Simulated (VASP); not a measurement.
Here is a VASP 6.6.1 calculation.

INCAR

```
PREC = Accurate
ENCUT = 520
EDIFF = 1E-6
ISMEAR = 0
SIGMA = 0.15
LREAL = F
LASPH = T
NELM = 60
ALGO = Fast
ISIF = 2
LWAVE = F
LCHARG = F
GGA = PS
NBANDS = 30
```

File KPOINTS:

```
Automatic mesh
0
Gamma
  24 24 8
```

The input POSCAR:

```
Cu
1.0
    2.6600685314      0.0000000000      0.0000000000
   -1.3300342657      2.3036869240      0.0000000000
    0.0000000000      0.0000000000      7.3896350451
Cu
4
Direct
    0.0000000000      0.0000000000      0.0000000000
    0.3333333333      0.6666666667      0.2500000000
    0.0000000000      0.0000000000      0.5000000000
    0.6666666667      0.3333333333      0.7500000000
```

Potentials or basis: VASP PAW PBE potentials, release 64 (Cu).

Command:

```console
$ cat potpaw_PBE.64/Cu/POTCAR > POTCAR
$ mpirun -np 1 vasp_std > vasp.out
```

Estimate the band gap on the k mesh.

zero (bands 22 and 23 overlap by 4.28 eV).

What does it give for the pressure?

5.2 GPa.

Stress tensor (GPa, compression positive):
```
-2.79  0.00  0.00
 0.00 -2.79  0.00
 0.00  0.00 21.18
```

Caveat: the stress differs along the axes, from -3 to 21 GPa; the PAW data sets were made with another functional, which shifts forces and pressure a little.
